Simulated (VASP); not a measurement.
Write the native input for VASP 6.6.1 that does the following.

```yaml
Task: single point
Functional: PBEsol
Potentials_or_basis: VASP PAW PBE potentials, release 64 (Os)
Cutoff: 520 eV
k_mesh: 20 × 20 × 20
Occupations: gaussian, width 0.1 eV
Spin: no spin polarisation
Dipole_correction: no
Further_INCAR_settings: ALGO = Fast; EDIFF = 1e-06; NBANDS = 10
```

The structure of Os lies in POSCAR:

```
Os
1.0
   -1.5308949234      1.5308949234      1.5308949234
    1.5308949234     -1.5308949234      1.5308949234
    1.5308949234      1.5308949234     -1.5308949234
Os
1
Direct
    0.0000000000      0.0000000000      0.0000000000
```

One way to write it, as run:

INCAR

```
SYSTEM = Os
ALGO = Fast
EDIFF = 1E-6
ENCUT = 520
GGA = PS
ISIF = 2
ISMEAR = 0
LASPH = .TRUE.
LCHARG = .FALSE.
LREAL = .FALSE.
LWAVE = .FALSE.
NBANDS = 10
NELM = 80
PREC = Accurate
SIGMA = 0.1
```

KPOINTS

```
k-points
0
G
  20 20 20
  0 0 0
```

Potentials or basis: VASP PAW PBE potentials, release 64 (Os).

The run is started by

```bash
$ cat potpaw_PBE.64/Os/POTCAR > POTCAR
$ mpirun -np 1 vasp_std > vasp.out
```

It gave:

- Pressure: 0.8 GPa
- Band gap on the k mesh: zero (band 4 reaches 11.67 eV, above the bottom of band 5 at 6.99 eV)

Caveat: the PAW data sets were made with another functional, which shifts forces and pressure a little; spin-orbit coupling is left out, which moves the levels of the heavy elements.

It took 46 s on 1 thread of AMD EPYC 7R43 64-Core Processor (Zen 3), with other jobs on the host, peak memory 0.12 GiB.
